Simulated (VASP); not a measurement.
Wanted: the native input for a VASP 6.6.1 run.

* Task: single point
* Functional: LDA
* Potentials or basis: VASP PAW LDA potentials, release 64 (Ta_pv)
* Cutoff: 520 eV
* k mesh: 16 × 16 × 16
* Occupations: fermi-dirac, width 0.05 eV
* Spin: no spin polarisation
* Dipole correction: no
* Further INCAR settings: ALGO = Normal; EDIFF = 1e-07; NBANDS = 12

The structure of Ta lies in POSCAR:

```
Ta
1.0
   -1.4777916866      1.4777916866      1.4777916866
    1.4777916866     -1.4777916866      1.4777916866
    1.4777916866      1.4777916866     -1.4777916866
Ta
1
Direct
    0.0000000000      0.0000000000      0.0000000000
```

This cell differs from its parent crystal: volume scaled by 0.75.

The input as run:

INCAR

```
  PREC = Accurate
  ENCUT = 520
  EDIFF = 1E-7
  ISMEAR = -1
  SIGMA = 0.05
  LREAL = F
  LASPH = T
  NELM = 100
  ALGO = Normal
  ISIF = 2
  LWAVE = F
  LCHARG = F
  NBANDS = 12
```

KPOINTS

```
Automatic mesh
0
Gamma
  16 16 16
```

Potentials or basis: VASP PAW LDA potentials, release 64 (Ta_pv).

Command:

```console
$ cat potpaw_LDA.64/Ta_pv/POTCAR > POTCAR
$ mpirun -np 1 vasp_std > vasp.out
```

Results of the run:

```json
{
  "Pressure": "110.4 GPa"
}
```

Run time: 7 s on 1 thread of Intel(R) Xeon(R) 6975P-C (Granite Rapids), on a shared host, peak memory 0.13 GiB.
